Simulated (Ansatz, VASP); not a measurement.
**B5N: VASP beside Ansatz**

File INCAR:

```
PREC     = Accurate       # precision mode
ENCUT    = 520            # plane-wave cutoff, eV
EDIFF    = 1E-6           # SCF threshold, eV
ISMEAR   = 0              # smearing method
SIGMA    = 0.1            # smearing width, eV
LREAL    = F              # projectors in reciprocal space
LASPH    = T              # aspherical terms in the spheres
NELM     = 150            # most SCF steps
ALGO     = Normal         # electronic algorithm
ISIF     = 2              # what is computed and relaxed
LWAVE    = F              # write WAVECAR
LCHARG   = F              # write CHGCAR
ISPIN    = 2              # spin polarisation
MAGMOM   = 0 0 0 0 0 1    # initial moments
LORBIT   = 11             # projections on sites
GGA      = PE             # functional
NBANDS   = 23             # bands
```

The input KPOINTS:

```
regular mesh
0
Gamma
  6 6 6
```

The input POSCAR:

```
B5N
1.0
    4.0876513100      0.0000000000      0.0000000000
   -2.0438256500      3.5400098800      0.0000000000
    0.0000000000      0.0000000000      3.3295367900
B N
5 1
Direct
    0.3333333300      0.6666666700      0.0000000000
    0.6666666700      0.3333333300      0.0000000000
    0.5000000000      0.0000000000      0.5000000000
    0.5000000000      0.5000000000      0.5000000000
    0.0000000000      0.5000000000      0.5000000000
    0.0000000000      0.0000000000      0.0000000000
```

Input for Ansatz:

```yaml
crystal:
  lattice:
    - [4.08765131, 0.0, 0.0]
    - [-2.04382565, 3.54000988, 0.0]
    - [0.0, 0.0, 3.32953679]
  atoms:
    - { symbol: B, position: [0.33333333, 0.66666667, 0.0] }
    - { symbol: B, position: [0.66666667, 0.33333333, 0.0] }
    - { symbol: B, position: [0.5, 0.0, 0.5] }
    - { symbol: B, position: [0.5, 0.5, 0.5] }
    - { symbol: B, position: [0.0, 0.5, 0.5] }
    - { symbol: "N", position: [0.0, 0.0, 0.0], spin: 1.0 }
basis:
  ecutwfc: 420
kpoints:
  mp_grid: { grid: [6, 6, 6] }
hamiltonian:
  xc: pbe
scf:
  occupations: { method: gaussian, width: 0.1 }
  lower_state_search: "off"
output:
  forces: true
  stress: true
  eigenvalues: true
  populations: true
magnetization:
  spin_polarized: true
```

Change from the starting cell: species swapped into the GdCu5 type (P6/mmm, No. 191).

Alike in both runs: task single point; functional PBE; k mesh 6 × 6 × 6; occupations gaussian, width 0.1 eV; collinear spin.

```csv
,VASP,Ansatz
version,VASP 6.6.1,Ansatz 0.2.0
potentials or method,"VASP PAW PBE potentials, release 64 (B, N), cutoff 520 eV","scalar-relativistic, plane waves, PAW"
valence electrons in the cell,20,20
```

|  | VASP | Ansatz | Ansatz less VASP |
| --- | --- | --- | --- |
| gap on the k mesh at the Fermi level (eV) | none | none | - |
| net moment per atom (μB) | 0.03 | 0.02 | 0.000 |
| size of the moment on the site where the two differ most (μB) | 0.11 | 0.13 | +0.023 |

Site moments also hang on the region over which each program counts them. A gap of «none» marks a metal or a gap that the smearing closes. The functional is the same, so the differences come from potentials, cutoffs and numerics.
